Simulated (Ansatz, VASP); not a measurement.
**InSe2: VASP beside Ansatz**

```xyz
6
Lattice="3.8949 0.0000 0.0000 0.0000 3.8949 0.0000 0.0000 0.0000 9.6262" Properties=species:S:1:pos:R:3 pbc="T T T"
In    0.0000    1.9474    6.8006
In    1.9474    0.0000    2.8256
Se    0.0000    1.9474    3.5252
Se    1.9474    0.0000    6.1010
Se    0.0000    0.0000    0.0000
Se    1.9474    1.9474    0.0000
```

Alike in both runs: task single point; functional PBE; k mesh 8 × 8 × 4; occupations gaussian, width 0.1 eV; no spin polarisation.

|  | VASP | Ansatz |
| --- | --- | --- |
| version | VASP 6.6.1 | Ansatz 0.2.0 |
| potentials or method | VASP PAW PBE potentials, release 64 (In_d, Se), cutoff 520 eV | scalar-relativistic, plane waves, PAW |
| valence electrons in the cell | 50 | 90 |

Ansatz gave:

| Property | Result |
| --- | --- |
| gap on the k mesh at the Fermi level (eV) | none |
| pressure (GPa) | -0.1 |
| traceless stress, the component that is largest in VASP (GPa) | 0.69 |
| rms of the force components (eV/Å) | 0.036 |

Question: What did VASP give for the same quantities?

Answer: gap on the k mesh at the Fermi level (eV): none; pressure (GPa): -0.1; traceless stress, the component that is largest in VASP (GPa): 0.66; rms of the force components (eV/Å): 0.036.

Atom by atom the forces differ by 0.000 eV/Å (rms over components). A gap of «none» marks a metal or a gap that the smearing closes. VASP's potentials hold 50 valence electrons a cell and Ansatz's 90, so a difference there can come from the potentials and not from the codes.
